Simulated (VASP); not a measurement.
Re, 1 atom in the cell. The structure is cubic, space group Im-3m (No. 229). Conventional cell: a = 2.938 Å, b = 2.938 Å, c = 2.938 Å, α = 90.00°, β = 90.00°, γ = 90.00°. Within 3.4 Å of Re (site symmetry m-3m) lie 14 Re at 2.54 to 2.94 Å. This isn't the form of Re at room conditions, which is hcp.

- Program: VASP 6.6.1
- Task: single point
- Functional: PBE
- Potentials or basis: VASP PAW PBE potentials, release 64 (Re)
- Cutoff: 520 eV
- k mesh: 17 × 17 × 17
- Occupations: fermi-dirac, width 0.1 eV
- Spin: no spin polarisation
- Dipole correction: no
- Further INCAR settings: ALGO = Normal; EDIFF = 1e-07; NBANDS = 10

Potentials or basis: VASP PAW PBE potentials, release 64 (Re).

The run is started by

```console
$ cat potpaw_PBE.64/Re/POTCAR > POTCAR
$ mpirun -np 1 vasp_std > vasp.out
```

Hardware: 1 thread of Intel(R) Xeon(R) Platinum 8559C (Emerald Rapids), on a shared host.

**Question.** How long does it take, and how much memory?

**Answer.** It took 14 s on 1 thread of Intel(R) Xeon(R) Platinum 8559C (Emerald Rapids) (shared host), peak memory 0.14 GiB. Counts: scf iterations 13, k points 165.
